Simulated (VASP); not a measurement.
# BaTiO3 (Amm2) in VASP: relaxation of cell and atoms with PBEsol

Aim: the relaxation of cell and atoms of BaTiO3 with PBEsol.

Program: VASP 6.6.1. These are calculated values, not measurements. Logs are shortened: lines on timing, memory, paths and dates and some standing lists are left out, and cuts for length are marked.

### 1 The cell of the first run

The structure is orthorhombic, space group Amm2 (No. 38). Conventional cell: a = 3.983 Å, b = 5.725 Å, c = 5.751 Å, α = 90.00°, β = 90.00°, γ = 90.00°. Within 3.7 Å of Ba (site symmetry mm2) lie 12 O at 2.79 to 2.96 Å and 8 Ti at 3.43 to 3.57 Å. Ti (site symmetry mm2) has 6 O at 1.87 to 2.19 Å within 2.5 Å. Within 2.5 Å of O (site symmetry m) lie 2 Ti at 1.87 to 2.19 Å. O (site symmetry mm2) has 2 Ti at 2.00 Å within 2.6 Å.

### 2 Relaxation of cell and atoms, PBEsol

The input, INCAR:

```
SYSTEM = BaTiO3
PREC = Accurate
ENCUT = 600
EDIFF = 1E-7
ISMEAR = 0
SIGMA = 0.02
LREAL = .FALSE.
LASPH = .TRUE.
NELM = 120
ALGO = Normal
ISIF = 3
LWAVE = .FALSE.
LCHARG = .FALSE.
GGA = PS
IBRION = 2
NSW = 100
EDIFFG = -0.002
GGA_COMPAT = .FALSE.
NELMIN = 4
```

The input, KPOINTS:

```
Automatic mesh
0
G
  10 10 10
  0 0 0
```

The input, POSCAR:

```
BaTiO3
1.0
    3.9833338700      0.0000000000      0.0000000000
    0.0000000000      2.8625951100      2.8753395300
    0.0000000000     -2.8625951100      2.8753395300
Ba Ti O
1 1 3
Direct
    0.0000000000      0.0034138500      0.0034138500
    0.5000000000      0.5185038200      0.5185038200
    0.5000000000      0.9784256700      0.4913519000
    0.5000000000      0.4913519000      0.9784256700
    0.0000000000      0.4882047600      0.4882047600
```

Potentials or basis: VASP PAW PBE potentials, release 64 (Ba_sv, Ti_sv, O).

The run is started by

```
cat potpaw_PBE.64/Ba_sv/POTCAR potpaw_PBE.64/Ti_sv/POTCAR potpaw_PBE.64/O/POTCAR > POTCAR
mpirun -np 1 vasp_std > vasp.out
```

OUTCAR:

```text
SYSTEM = BaTiO3
   PREC = Accurate
   ENCUT = 600
   EDIFF = 1E-7
   ISMEAR = 0
   LREAL = .FALSE.
   LASPH = .TRUE.
   NELM = 120
   ISIF = 3
   GGA = PS
   IBRION = 2
   NSW = 100
   EDIFFG = -0.002
   NELMIN = 4

 ion  position               nearest neighbor table
   1  0.000  0.003  0.003-   5 2.79   4 2.81   3 2.81   3 2.81   4 2.81   5 2.86   5 2.86   4 2.88
                             3 2.88   3 2.88   4 2.88   5 2.96   2 3.43   2 3.43   2 3.49   2 3.49
   2  0.500  0.519  0.519-   3 1.87   4 1.87   5 2.00   5 2.00   3 2.19   4 2.19   1 3.43   1 3.43
                             1 3.49   1 3.49   1 3.49   1 3.49   1 3.57   1 3.57
   3  0.500  0.978  0.491-   2 1.87   2 2.19   1 2.81   1 2.81   1 2.88   1 2.88
   4  0.500  0.491  0.978-   2 1.87   2 2.19   1 2.81   1 2.81   1 2.88   1 2.88
   5  0.000  0.488  0.488-   2 2.00   2 2.00   1 2.79   1 2.86   1 2.86   1 2.96

  LATTYP: Found a base centered orthorhombic cell.
 ALAT       =     5.7251902200
 B/A-ratio  =     1.0044520512
 C/A-ratio  =     0.6957557246

  Lattice vectors:

 A1 = (   0.0000000000,   2.8625951100,  -2.8753395300)
 A2 = (   0.0000000000,   2.8625951100,   2.8753395300)
 A3 = (   3.9833338700,   0.0000000000,   0.0000000000)

Analysis of symmetry for initial positions (statically):
=====================================================================
 Subroutine PRICEL returns:
 Original cell was already a primitive cell.

 Routine SETGRP: Setting up the symmetry group for a
 base centered orthorhombic supercell.

 Subroutine GETGRP returns: Found  4 space group operations
 (whereof  4 operations were pure point group operations)
 out of a pool of  8 trial point group operations.

The static configuration has the point symmetry C_2v.

Analysis of symmetry for dynamics (positions and initial velocities):
=====================================================================
 Subroutine PRICEL returns:
 Original cell was already a primitive cell.

 Routine SETGRP: Setting up the symmetry group for a
 base centered orthorhombic supercell.

 Subroutine GETGRP returns: Found  4 space group operations
 (whereof  4 operations were pure point group operations)
 out of a pool of  8 trial point group operations.

The dynamic configuration has the point symmetry C_2v.

 Subroutine INISYM returns: Found  4 space group operations
 (whereof  4 operations are pure point group operations),
 and found     1 'primitive' translations

----------------------------------------------------------------------------------------

                                     Primitive cell
[... 122 lines left out ...]
   GGA     = PS    functional components
   LHFCALC =     F    Hartree Fock is set to
   AEXX    =    0.0000 exact exchange contribution
   IVDW    =     0    specifies the selected vdW correction
   LEPSILON=     F    determine dielectric tensor
   LRPA    =     F    only Hartree local field effects (RPA)
 conjugate gradient relaxation of ions
 non-spin polarized calculation
 Gauss-broadening in eV      SIGMA  =   0.02
  energy-cutoff  :      600.00
  volume of cell :       65.57
 maximum number of plane-waves:      2240
 NGX is ok and might be reduce to    32
   NGX = 15   NGY = 17   NGZ = 17

--------------------------------------- Ionic step        1  -------------------------------------------

 number of electron      39.9999988 magnetization

 Free energy of the ion-electron system (eV)
  ---------------------------------------------------
  ext. energy  EPLUGINS =         0.00000000
  ---------------------------------------------------
  free energy    TOTEN  =       -42.00288046 eV

  energy without entropy =      -42.00288046  energy(sigma->0) =      -42.00288046

------------------------ aborting loop because EDIFF is reached ----------------------------------------

  FORCE on cell =-STRESS in cart. coord.  units (eV):
  Direction    XX          YY          ZZ          XY          YZ          ZX
  --------------------------------------------------------------------------------------
  -------------------------------------------------------------------------------------
  Total       -1.3160457     -1.2514316     -1.2302393      0.0000000      0.0000000      0.0000000
  in kB      -32.1555392    -30.5767935    -30.0589924      0.0000000      0.0000000      0.0000000
  external PRESSURE =     -30.9304417 kB  Pullay stress =       0.0000000 kB
[... 98 lines left out ...]
  FREE ENERGIE OF THE ION-ELECTRON SYSTEM (eV)
  ---------------------------------------------------
  free  energy   TOTEN  =       -42.0144513767 eV

  energy  without entropy=      -42.0144513767  energy(sigma->0) =      -42.01445138

[... ionic steps 4 to 12 ...]

--------------------------------------- Ionic step       13  -------------------------------------------

 number of electron      39.9999990 magnetization

------------------------ aborting loop because EDIFF is reached ----------------------------------------
[... 73 lines left out ...]
--------------------------------------- Ionic step       15  -------------------------------------------

 number of electron      39.9999990 magnetization

 Free energy of the ion-electron system (eV)
  ---------------------------------------------------
  ext. energy  EPLUGINS =         0.00000000
  ---------------------------------------------------
  free energy    TOTEN  =       -42.01589311 eV

  energy without entropy =      -42.01589311  energy(sigma->0) =      -42.01589311

 E-fermi :   3.7702     XC(G=0): -11.4995

 val. band max:        3.6815720891   @ k =   0.5000   0.5000   0.5000
 cond. band min:       5.7769686305   @ k =   0.0000   0.0000   0.0000
 fundamental gap:      2.0953965413
 Fermi energy:         3.7701530856

 k-point     1 :       0.0000    0.0000    0.0000
  band No.  band energies     occupation
      1     -52.4463      2.00000
      2     -28.8262      2.00000
      3     -28.8220      2.00000
      4     -28.7750      2.00000
      5     -21.1108      2.00000
      6     -13.1249      2.00000
[... 637 lines left out ...]
     23       7.6176      0.00000
     24       8.5828      0.00000

 [... further k-points ...]

------------------------ aborting loop because EDIFF is reached ----------------------------------------

  FORCE on cell =-STRESS in cart. coord.  units (eV):
  Direction    XX          YY          ZZ          XY          YZ          ZX
  --------------------------------------------------------------------------------------
  -------------------------------------------------------------------------------------
  Total        0.0015181     -0.0012369      0.0019933      0.0000000      0.0000000      0.0000000
  in kB        0.0379124     -0.0308895      0.0497783      0.0000000      0.0000000      0.0000000
  external PRESSURE =       0.0189338 kB  Pullay stress =       0.0000000 kB
[... 20 lines left out ...]
  FREE ENERGIE OF THE ION-ELECTRON SYSTEM (eV)
  ---------------------------------------------------
  free  energy   TOTEN  =       -42.0158931110 eV

  energy  without entropy=      -42.0158931110  energy(sigma->0) =      -42.01589311

 reached required accuracy - stopping structural energy minimisation
```

OSZICAR:

```text
N       E                     dE             d eps       ncg     rms          rms(c)
DAV:   1     0.483091059328E+03    0.48309E+03   -0.23161E+04  8928   0.200E+03
DAV:   2     0.396293671391E+01   -0.47913E+03   -0.47182E+03 10808   0.515E+02
DAV:   3    -0.495811299469E+02   -0.53544E+02   -0.51746E+02 12936   0.155E+02
[... 141 lines left out ...]
       N       E                     dE             d eps       ncg     rms          rms(c)
DAV:   1    -0.420158880084E+02   -0.50234E-06   -0.23950E-03  8928   0.457E-01    0.995E-03
DAV:   2    -0.420158933476E+02   -0.53392E-05   -0.68101E-05  9160   0.655E-02    0.536E-03
DAV:   3    -0.420158932095E+02    0.13814E-06   -0.31452E-06 14192   0.124E-02    0.202E-03
DAV:   4    -0.420158931110E+02    0.98430E-07   -0.24544E-07  9136   0.383E-03
  15 F= -.42015893E+02 E0= -.42015893E+02  d E =-.561380E-05
```

Wall time 42 min (1 thread of Oxide Virtual Turin-like, shared host); peak memory 0.45 GiB.

Results:

* Free energy: -42.0159 eV
* Relaxed volume: 12.83 Å³/atom
* Relaxed cell: a = 3.960 Å, b = 4.025 Å, c = 4.025 Å, α = 89.78°, β = 90.00°, γ = 90.00°
* Space group after relaxing (to 0.1 Å): Amm2 (No. 38)
* Energy gained by relaxing: 2.6 meV/atom
* Ionic steps: 15
* Pressure after relaxing: 0.0 GPa
* Band gap on the k mesh: 2.10 eV (least direct gap 2.47 eV)

Step by step:
```tsv
step	energy change (eV)	largest force (eV/Å)	pressure (GPa)	volume (Å³)
1	0.0000	0.1315	-3.09	65.57
2	0.0029	0.3359	3.56	63.20
3	-0.0116	0.1126	-0.08	64.44
4	-0.0126	0.0390	-0.04	64.31
5	-0.0127	0.0137	-0.02	64.26
6	-0.0129	0.0150	-0.01	64.23
7	-0.0129	0.0195	0.00	64.20
8	-0.0130	0.0140	-0.02	64.19
9	-0.0130	0.0092	-0.06	64.18
10	-0.0130	0.0106	0.13	64.11
11	-0.0130	0.0060	0.04	64.14
12	-0.0130	0.0066	0.03	64.15
13	-0.0130	0.0069	0.01	64.16
14	-0.0130	0.0068	0.02	64.15
15	-0.0130	0.0017	0.00	64.16
```

Final structure:
```
Ba Ti O
1.0
     3.96015    0.00000    0.00000
     0.00000    2.84057    2.85163
     0.00000   -2.84057    2.85163
Ba Ti O
1 1 3
Direct
  0.00000 0.00338 0.00338
  0.50000 0.51729 0.51729
  0.50000 0.98042 0.49074
  0.50000 0.49074 0.98042
  0.00000 0.48807 0.48807
```

Caveat: the PAW data sets were made with another functional, which shifts forces and pressure a little; spin-orbit coupling is left out, which moves the levels of the heavy elements.
